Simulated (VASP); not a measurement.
# Cu (Fm-3m) in VASP: single point with PBEsol

Aim: the single point of Cu with PBEsol.

Program: VASP 6.6.1. These are calculated values, not measurements. Logs are shortened: lines on timing, memory, paths and dates and some standing lists are left out, and cuts for length are marked.

## (1) The cell of the first run

Symmetry: Fm-3m, No. 225, cubic system. Conventional cell: a = 3.615 Å, b = 3.615 Å, c = 3.615 Å, α = 90.00°, β = 90.00°, γ = 90.00°. Cu (site symmetry m-3m) has 12 Cu at 2.56 Å within 3.4 Å.

## (2) Single point, PBEsol

The input, INCAR:

```
SYSTEM = Cu
PREC = Accurate
ENCUT = 600
EDIFF = 1E-6
ISMEAR = -1
SIGMA = 0.0272
LREAL = .FALSE.
LASPH = .TRUE.
NELM = 120
ALGO = Normal
ISIF = 2
LWAVE = .FALSE.
LCHARG = .TRUE.
GGA = PS
LELF = .TRUE.
LVHAR = .TRUE.
NBANDS = 12
GGA_COMPAT = .FALSE.
```

The input, KPOINTS:

```
Automatic mesh
0
G
  14 14 14
  0 0 0
```

The input, POSCAR:

```
Cu
1.0
    0.0000000000      1.8075000000      1.8075000000
    1.8075000000      0.0000000000      1.8075000000
    1.8075000000      1.8075000000      0.0000000000
Cu
1
Direct
    0.0000000000      0.0000000000      0.0000000000
```

Potentials or basis: VASP PAW PBE potentials, release 64 (Cu).

Started as:

```console
$ cat potpaw_PBE.64/Cu/POTCAR > POTCAR
$ mpirun -np 1 vasp_std > vasp.out
```

OUTCAR:

```text
SYSTEM = Cu
   PREC = Accurate
   ENCUT = 600
   EDIFF = 1E-6
   ISMEAR = -1
   LREAL = .FALSE.
   LASPH = .TRUE.
   NELM = 120
   ISIF = 2
   GGA = PS

 ion  position               nearest neighbor table
   1  0.000  0.000  0.000-

  LATTYP: Found a face centered cubic cell.
 ALAT       =     3.6150000000

  Lattice vectors:

 A1 = (   0.0000000000,   1.8075000000,   1.8075000000)
 A2 = (   1.8075000000,   0.0000000000,   1.8075000000)
 A3 = (   1.8075000000,   1.8075000000,   0.0000000000)

Analysis of symmetry for initial positions (statically):
=====================================================================
 Subroutine PRICEL returns:
 Original cell was already a primitive cell.

 Routine SETGRP: Setting up the symmetry group for a
 face centered cubic supercell.

 Subroutine GETGRP returns: Found 48 space group operations
 (whereof 48 operations were pure point group operations)
 out of a pool of 48 trial point group operations.

The static configuration has the point symmetry O_h .

Analysis of symmetry for dynamics (positions and initial velocities):
=====================================================================
 Subroutine PRICEL returns:
 Original cell was already a primitive cell.

 Routine SETGRP: Setting up the symmetry group for a
 face centered cubic supercell.

 Subroutine GETGRP returns: Found 48 space group operations
 (whereof 48 operations were pure point group operations)
 out of a pool of 48 trial point group operations.

The dynamic configuration has the point symmetry O_h .

 Subroutine INISYM returns: Found 48 space group operations
 (whereof 48 operations are pure point group operations),
 and found     1 'primitive' translations

----------------------------------------------------------------------------------------

                                     Primitive cell

  volume of cell :      11.8104

  direct lattice vectors                    reciprocal lattice vectors
     0.000000000  1.807500000  1.807500000    -0.276625173  0.276625173  0.276625173
     1.807500000  0.000000000  1.807500000     0.276625173 -0.276625173  0.276625173
     1.807500000  1.807500000  0.000000000     0.276625173  0.276625173 -0.276625173

  length of vectors
     2.556191014  2.556191014  2.556191014     0.479128854  0.479128854  0.479128854

  position of ions in fractional coordinates (direct lattice)
     0.000000000  0.000000000  0.000000000

  ion indices of the primitive-cell ions
   primitive index   ion index
                 1           1

----------------------------------------------------------------------------------------

 KPOINTS: Automatic mesh

Automatic generation of k-mesh.
 Grid dimensions read from file:
 generate k-points for:   14   14   14

 Generating k-lattice:

  Cartesian coordinates                     Fractional coordinates (reciprocal lattice)
    -0.019758941  0.019758941  0.019758941     0.071428571  0.000000000  0.000000000
     0.019758941 -0.019758941  0.019758941     0.000000000  0.071428571  0.000000000
     0.019758941  0.019758941 -0.019758941     0.000000000  0.000000000  0.071428571

  Length of vectors
     0.034223490  0.034223490  0.034223490

  Shift w.r.t. Gamma in fractional coordinates (k-lattice)
     0.000000000  0.000000000  0.000000000

 Subroutine IBZKPT returns following result:
 ===========================================

 Found    104 irreducible k-points:

 Following reciprocal coordinates:
            Coordinates               Weight
  0.000000  0.000000  0.000000      1.000000
  0.071429  0.000000  0.000000      8.000000
  0.142857  0.000000  0.000000      8.000000
  0.214286  0.000000  0.000000      8.000000
  0.285714  0.000000  0.000000      8.000000
  0.357143  0.000000  0.000000      8.000000
[... 16 lines left out ...]
  0.214286  0.142857  0.000000     24.000000
  0.285714  0.142857  0.000000     24.000000
 [... further k-points ...]
   k-points           NKPTS =    104   k-points in BZ     NKDIM =    104   number of bands    NBANDS=     12
   number of dos      NEDOS =    301   number of ions     NIONS =      1
   total plane-waves  NPLWV =   8000
   dimension x,y,z NGX =    20 NGY =   20 NGZ =   20
   dimension x,y,z NGXF=    40 NGYF=   40 NGZF=   40
   ions per type =               1
   NGX,Y,Z   is equivalent  to a cutoff of  13.01, 13.01, 13.01 a.u.
   NGXF,Y,Z  is equivalent  to a cutoff of  26.01, 26.01, 26.01 a.u.
 SYSTEM =  Cu
   PREC   = accura    normal or accurate (medium, high low for compatibility)
   ISTART =      0    job   : 0-new  1-cont  2-samecut
   ICHARG =      2    charge: 1-file 2-atom 10-const
   ISPIN  =      1    spin polarized calculation?
   LNONCOLLINEAR =      F non collinear calculations
   LSORBIT =      F    spin-orbit coupling
   LASPH  =      T    aspherical Exc in radial PAW
   ENCUT  =  600.0 eV  44.10 Ry    6.64 a.u.   5.11  5.11  5.11*2*pi/ulx,y,z
   NELM   =    120;   NELMIN=  2; NELMDL= -5     # of ELM steps
   EDIFF  = 0.1E-05   stopping-criterion for ELM
   LREAL  =      F    real-space projection
   EDIFFG = 0.1E-04   stopping-criterion for IOM
   NSW    =      0    number of steps for IOM
   IBRION =     -1    ionic relax: 0-MD 1-quasi-New 2-CG
   NFREE  =      0    steps in history (QN), initial steepest desc. (CG)
   ISIF   =      2    stress and relaxation
   ISYM   =      2    0-nonsym 1-usesym 2-fastsym
   POTIM  = 0.5000    time-step for ionic-motion
   TEBEG  =    0.0;   TEEND  =   0.0 temperature during run
   PSTRESS=    0.0 pullay stress
   NELECT =      11.0000    total number of electrons
   NUPDOWN=      -1.0000    fix difference up-down
   EMIN   =  10.00;   EMAX   =-10.00  energy-range for DOS
   EFERMI =   0.00;   METHOD = LEGACY
   ISMEAR =    -1;   SIGMA  =   0.03  broadening in eV -4-tet -1-fermi 0-gaus
   EFERMI_NEDOS =   21; number of points for ismear=-14 and -15
   IALGO  =     38    algorithm
   IMIX   =      4    mixing-type and parameters
     AMIX     =   0.40;   BMIX     =  1.00
     AMIX_MAG =   1.60;   BMIX_MAG =  1.00
  volume/ion in A,a.u.               =      11.81        79.70
  Fermi-wavevector in a.u.,A,eV,Ry     =   1.598763  3.021224 34.777078  2.556043
  Thomas-Fermi vector in A             =   2.696162
   LORBIT       =      0    0 simple, 1 ext, 2 COOP (PROOUT), +10 PAW based schemes
   GGA     = PS    functional components
   LHFCALC =     F    Hartree Fock is set to
   AEXX    =    0.0000 exact exchange contribution
   IVDW    =     0    specifies the selected vdW correction
   LEPSILON=     F    determine dielectric tensor
   LRPA    =     F    only Hartree local field effects (RPA)
 non-spin polarized calculation
  energy-cutoff  :      600.00
  volume of cell :       11.81
 maximum number of plane-waves:       411
   NGX = 11   NGY = 11   NGZ = 11

 number of electron      11.0000001 magnetization

 Free energy of the ion-electron system (eV)
  ---------------------------------------------------
  ext. energy  EPLUGINS =         0.00000000
  ---------------------------------------------------
  free energy    TOTEN  =        -4.30093257 eV

  energy without entropy =       -4.30033301  energy(sigma->0) =       -4.30063279

 E-fermi :   7.3525     XC(G=0): -12.9075

 val. band max:        7.2688977254   @ k =   0.5000   0.2857   0.1429
 cond. band min:       7.4014341909   @ k =   0.5000   0.2143   0.0714
 fundamental gap:      0.1325364654
 Fermi energy:         7.3524666152

 k-point     1 :       0.0000    0.0000    0.0000
  band No.  band energies     occupation
      1      -1.9883      2.00000
      2       4.3770      2.00000
      3       4.3770      2.00000
      4       4.3770      2.00000
      5       5.2093      2.00000
      6       5.2093      2.00000
      7      29.9825      0.00000
      8      32.5970      0.00000
      9      32.5970      0.00000
     10      32.5970      0.00000
     11      35.0748      0.00000
     12      35.0748      0.00000

 k-point     2 :       0.0714    0.0000    0.0000
  band No.  band energies     occupation
      1      -1.8026      2.00000
      2       4.3378      2.00000
      3       4.4118      2.00000
      4       4.4118      2.00000
      5       5.1959      2.00000
      6       5.1959      2.00000
      7      28.7624      0.00000
      8      30.9679      0.00000
      9      32.0446      0.00000
     10      32.0446      0.00000
     11      35.8881      0.00000
     12      35.8881      0.00000

 k-point     3 :       0.1429    0.0000    0.0000
  band No.  band energies     occupation
      1      -1.2562      2.00000
      2       4.2385      2.00000
      3       4.4917      2.00000
      4       4.4917      2.00000
      5       5.1785      2.00000
      6       5.1785      2.00000
      7      25.2479      0.00000
      8      30.5241      0.00000
      9      31.1806      0.00000
     10      31.1806      0.00000
     11      36.9738      0.00000
     12      37.2997      0.00000
[... 286 lines left out ...]
 k-point    23 :       0.2143    0.1429    0.0000
  band No.  band energies     occupation
      1      -0.3791      2.00000
      2       3.9685      2.00000
      3       4.6609      2.00000
      4       4.7137      2.00000
      5       4.9587      2.00000
      6       5.3711      2.00000
      7      24.4781      0.00000
      8      26.8586      0.00000
      9      28.1029      0.00000
     10      30.1028      0.00000
     11      32.6542      0.00000
     12      39.2649      0.00000

 k-point    24 :       0.2857    0.1429    0.0000
  band No.  band energies     occupation
      1       0.5334      2.00000
      2       3.8595      2.00000
      3       4.5302      2.00000
      4       4.7556      2.00000
      5       5.2289      2.00000
      6       5.4870      2.00000
      7      20.8921      0.00000
      8      26.0881      0.00000
      9      27.5081      0.00000
     10      29.2765      0.00000
     11      33.7916      0.00000
     12      38.6047      0.00000

 [... further k-points ...]

------------------------ aborting loop because EDIFF is reached ----------------------------------------

  FORCE on cell =-STRESS in cart. coord.  units (eV):
  Direction    XX          YY          ZZ          XY          YZ          ZX
  --------------------------------------------------------------------------------------
  -------------------------------------------------------------------------------------
  Total       -0.4178567     -0.4178567     -0.4178567      0.0000000      0.0000000      0.0000000
  in kB      -56.6856420    -56.6856420    -56.6856420      0.0000000      0.0000000      0.0000000
  external PRESSURE =     -56.6856420 kB  Pullay stress =       0.0000000 kB

 VOLUME and BASIS-vectors are now :
 -----------------------------------------------------------------------------
  energy-cutoff  :      600.00
  volume of cell :       11.81
      direct lattice vectors                 reciprocal lattice vectors
     0.000000000  1.807500000  1.807500000    -0.276625173  0.276625173  0.276625173
     1.807500000  0.000000000  1.807500000     0.276625173 -0.276625173  0.276625173
     1.807500000  1.807500000  0.000000000     0.276625173  0.276625173 -0.276625173

 POSITION                                       TOTAL-FORCE (eV/Angst)
 -----------------------------------------------------------------------------------
      0.00000      0.00000      0.00000         0.000000      0.000000      0.000000
 -----------------------------------------------------------------------------------
    total drift:                                0.000000      0.000000      0.000000

  FREE ENERGIE OF THE ION-ELECTRON SYSTEM (eV)
  ---------------------------------------------------
  free  energy   TOTEN  =        -4.3009325688 eV

  energy  without entropy=       -4.3003330081  energy(sigma->0) =       -4.30063279
```

Wall time 7 s (1 thread of Intel Xeon 6975P-C (Granite Rapids), shared host); peak memory 0.13 GiB.

What came out:

| Item | Value |
| --- | --- |
| Free energy | -4.3009 eV |
| Pressure | -5.7 GPa |

Caveat: the PAW data sets were made with another functional, which shifts forces and pressure a little.
